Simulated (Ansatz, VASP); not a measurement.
**One calculation of InSb, two programs**

INCAR

```
SYSTEM = InSb
PREC = Accurate
ENCUT = 600
EDIFF = 1E-7
ISMEAR = 0
SIGMA = 0.1
LREAL = .False.
LASPH = .True.
NELM = 80
ALGO = Normal
ISIF = 3
LWAVE = .False.
LCHARG = .False.
GGA = PE
IBRION = 2
NSW = 100
EDIFFG = -0.005
```

KPOINTS

```
regular mesh
0
Gamma
  14 14 14
  0 0 0
```

Contents of POSCAR:

```
InSb
1.0
   -2.9447400000      2.9447400000      1.6363770000
    2.9447400000     -2.9447400000      1.6363770000
    2.9447400000      2.9447400000     -1.6363770000
In Sb
1 1
Direct
    0.2500000000      0.7500000000      0.5000000000
    0.0000000000      0.0000000000      0.0000000000
```

Input for Ansatz:

```yaml
crystal:
  lattice:
    - [-2.94474, 2.94474, 1.636377]
    - [2.94474, -2.94474, 1.636377]
    - [2.94474, 2.94474, -1.636377]
  atoms:
    - { symbol: In, position: [0.25, 0.75, 0.5] }
    - { symbol: Sb, position: [0.0, 0.0, 0.0] }
basis:
  ecutwfc: 420
kpoints:
  mp_grid: { grid: [14, 14, 14] }
hamiltonian:
  xc: pbe
  pseudopotentials: { kind: paw, azcp: { folder: soft_1 } }
scf:
  occupations: { method: gaussian, width: 0.1 }
output:
  forces: true
  stress: true
  eigenvalues: true
relax:
  adjacent_minimum: "off"
  f_tol: 0.005
  max_steps: 80
  cell: { stress_tol: 0.05 }
```

Alike in both runs: task relaxation of cell and atoms; functional PBE; k mesh 14 × 14 × 14; occupations gaussian, width 0.1 eV; no spin polarisation.

|  | VASP | Ansatz |
| --- | --- | --- |
| version | VASP 6.6.1 | Ansatz 0.2.0 |
| potentials or method | VASP PAW PBE potentials, release 64 (In_d, Sb), cutoff 600 eV | scalar-relativistic, plane waves, PAW |
| valence electrons in the cell | 18 | 28 |

|  | VASP | Ansatz | Ansatz less VASP |
| --- | --- | --- | --- |
| gap on the k mesh at the Fermi level, each at its own relaxed structure (eV) | none | none | - |
| relaxed volume (Å³/atom) | 28.33 | 28.31 | -0.015 |
| relaxed cell length with the largest relative difference (Å) | 4.487 | 4.485 | -0.0015 |

A gap of «none» marks a metal or a gap that the smearing closes. VASP's potentials hold 18 valence electrons a cell and Ansatz's 28, so a difference there can come from the potentials and not from the codes.

Neither program's run includes spin-orbit coupling.
